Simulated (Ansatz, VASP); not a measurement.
PtS2 in VASP and in Ansatz

```
S Pt
1.0
     3.54153    0.00000    0.00000
    -1.77076    3.06705    0.00000
     0.00000    0.00000   22.46706
S Pt
4 2
Direct
  0.66667 0.33333 0.20029
  0.33333 0.66667 0.31083
  0.83333 0.66667 0.52181
  0.50000 0.00000 0.63235
  0.00000 0.00000 0.25556
  0.16667 0.33333 0.57708
```

Alike in both runs: task single point; functional PBE; dispersion D3(BJ); k mesh 9 × 9 × 1; occupations gaussian, width 0.05 eV; no spin polarisation.

|  | VASP | Ansatz |
| --- | --- | --- |
| version | VASP 6.6.1 | Ansatz 0.2.0 |
| potentials or method | VASP PAW PBE potentials, release 64 (S, Pt), cutoff 520 eV | scalar-relativistic, plane waves, PAW |
| valence electrons in the cell | 44 | 60 |

VASP gave:

```
gap on the k mesh at the Fermi level (eV) : 1.77
least direct gap on the mesh (eV)         : 1.84
rms of the force components (eV/Å)        : 0.016
```

Problem. Estimate Ansatz's values.

Solution. gap on the k mesh at the Fermi level (eV): 1.76; least direct gap on the mesh (eV): 1.83; rms of the force components (eV/Å): 0.015.

VASP's potentials hold 44 valence electrons a cell and Ansatz's 60, so a difference there can come from the potentials and not from the codes.

Neither program's run includes spin-orbit coupling.
